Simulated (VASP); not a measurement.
# Si6HCl: single point with PBE+D3(BJ)

The system is Si6HCl, a slab with vacuum.

```
CELL_PARAMETERS angstrom
7.66719 0.00000 0.00000
0.00000 7.66719 0.00000
0.00000 0.00000 26.08570
ATOMIC_POSITIONS crystal
Si 0.40651 0.25000 0.38055
Si 0.40651 0.75000 0.38055
Si 0.09349 0.25000 0.38055
Si 0.09349 0.75000 0.38055
Si 0.50000 0.50000 0.43251
Si 0.50000 0.00000 0.43251
Si 0.00000 0.50000 0.43251
Si 0.00000 0.00000 0.43251
Si 0.75000 0.50000 0.48447
Si 0.75000 0.00000 0.48447
Si 0.25000 0.50000 0.48447
Si 0.25000 0.00000 0.48447
Si 0.75000 0.75000 0.53381
Si 0.75000 0.25000 0.53381
Si 0.25000 0.75000 0.53888
Si 0.25000 0.25000 0.53888
Si 0.99109 0.75000 0.58874
Si 0.99109 0.25000 0.58874
Si 0.50891 0.75000 0.58874
Si 0.50891 0.25000 0.58874
Si 0.90734 0.00000 0.63494
Si 0.90734 0.50000 0.63494
Si 0.59266 0.00000 0.63494
Si 0.59266 0.50000 0.63494
H 0.97600 0.00000 0.68888
H 0.97600 0.50000 0.68888
H 0.52400 0.00000 0.68888
H 0.52400 0.50000 0.68888
Cl 0.50110 0.25000 0.30649
Cl 0.50110 0.75000 0.30649
Cl 0.99890 0.25000 0.30649
Cl 0.99890 0.75000 0.30649
```

```json
{
 "Program": "VASP 6.6.1",
 "Task": "single point",
 "Functional": "PBE",
 "Dispersion": "D3(BJ)",
 "Potentials or basis": "VASP PAW PBE potentials, release 64 (Si, H, Cl)",
 "Cutoff": "520 eV",
 "k mesh": "2 × 2 × 1",
 "Occupations": "gaussian, width 0.05 eV",
 "Spin": "no spin polarisation"
}
```

```
Largest force              : 1.403 eV/Å
Band gap on the k mesh     : 0.79 eV
Dispersion energy per atom : -0.205 eV
```

Forces on the atoms (eV/Å):
```
Si   0.680  0.000  1.088
Si   0.680  0.000  1.088
Si  -0.680  0.000  1.088
Si  -0.680  0.000  1.088
Si  -0.910  0.000 -1.068
Si  -0.910  0.000 -1.068
Si   0.910  0.000 -1.068
Si   0.910  0.000 -1.068
Si   0.000  0.000 -0.946
Si   0.000  0.000 -0.946
Si   0.000  0.000  0.838
Si   0.000  0.000  0.838
Si   0.000  0.000 -0.007
Si   0.000  0.000 -0.007
Si   0.000  0.000  0.003
Si   0.000  0.000  0.003
Si   0.002  0.000  0.002
Si   0.002  0.000  0.002
Si  -0.002  0.000  0.002
Si  -0.002  0.000  0.002
Si   0.006  0.000 -0.004
Si   0.006  0.000 -0.004
Si  -0.006  0.000 -0.004
Si  -0.006  0.000 -0.004
H   -0.003  0.000 -0.006
H   -0.003  0.000 -0.006
H    0.003  0.000 -0.006
H    0.003  0.000 -0.006
Cl  -0.019  0.000  0.044
Cl  -0.019  0.000  0.044
Cl   0.019  0.000  0.044
Cl   0.019  0.000  0.044
```

Levels at points of the mesh, in eV from the valence-band top:
| k point | band 61 | band 62 | band 63 | band 64 | band 65 | band 66 | band 67 | band 68 |
| --- | --- | --- | --- | --- | --- | --- | --- | --- |
| (0.00, 0.00, 0.00) | -0.94 | -0.88 | -0.35 | -0.13 | 0.79 | 1.02 | 1.06 | 1.18 |
| (0.50, 0.00, 0.00) | -1.25 | -1.01 | -0.19 | 0.00 | 1.06 | 1.34 | 1.37 | 1.43 |
| (0.00, 0.50, 0.00) | -1.20 | -1.20 | -0.98 | -0.98 | 1.69 | 1.69 | 1.87 | 1.87 |
| (0.50, 0.50, 0.00) | -1.17 | -1.17 | -1.17 | -1.17 | 1.53 | 1.53 | 1.71 | 1.71 |

Wall time 42 min on 1 thread of Intel Xeon 8259CL, with other jobs on the host, peak memory 1.4 GiB.
